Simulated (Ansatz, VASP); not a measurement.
Ru: VASP beside Ansatz

Contents of INCAR:

```
SYSTEM = Ru
  PREC = Accurate
  ENCUT = 520
  EDIFF = 1E-6
  ISMEAR = 0
  SIGMA = 0.05
  LREAL = .FALSE.
  LASPH = .TRUE.
  NELM = 80
  ALGO = Normal
  ISIF = 2
  LWAVE = .FALSE.
  LCHARG = .FALSE.
  GGA = PE
  NBANDS = 13
```

Contents of KPOINTS:

```
Automatic mesh
0
G
  8 8 8
  0 0 0
```

POSCAR

```
Ru
1.0
    0.0000000000      1.9033641158      1.9033641158
    1.9033641158      0.0000000000      1.9033641158
    1.9033641158      1.9033641158      0.0000000000
Ru
1
Direct
    0.0000000000      0.0000000000      0.0000000000
```

Input for Ansatz:

```yaml
crystal:
  lattice:
    - [0.0, 1.9033641158, 1.9033641158]
    - [1.9033641158, 0.0, 1.9033641158]
    - [1.9033641158, 1.9033641158, 0.0]
  atoms:
    - { symbol: Ru, position: [0.0, 0.0, 0.0] }
basis:
  ecutwfc: 600
  ecutrho_ratio: 5
kpoints:
  mp_grid: { grid: [8, 8, 8] }
hamiltonian:
  xc: pbe
scf:
  occupations: { method: gaussian, width: 0.05 }
output:
  forces: true
  stress: true
  eigenvalues: true
```

Alike in both runs: task single point; functional PBE; k mesh 8 × 8 × 8; occupations gaussian, width 0.05 eV; no spin polarisation.

```csv
,VASP,Ansatz
version,VASP 6.6.1,Ansatz 0.2.0
potentials or method,"VASP PAW PBE potentials, release 64 (Ru_pv), cutoff 520 eV","scalar-relativistic, plane waves, PAW"
valence electrons in the cell,14,16
```

|  | VASP | Ansatz | Ansatz less VASP |
| --- | --- | --- | --- |
| gap on the k mesh at the Fermi level (eV) | none | none | - |
| pressure (GPa) | -0.1 | 0.0 | +0.07 |

A gap of «none» marks a metal or a gap that the smearing closes. The functional is the same, so the differences come from potentials, cutoffs and numerics. VASP's potentials hold 14 valence electrons a cell and Ansatz's 16, so a difference there can come from the potentials and not from the codes.
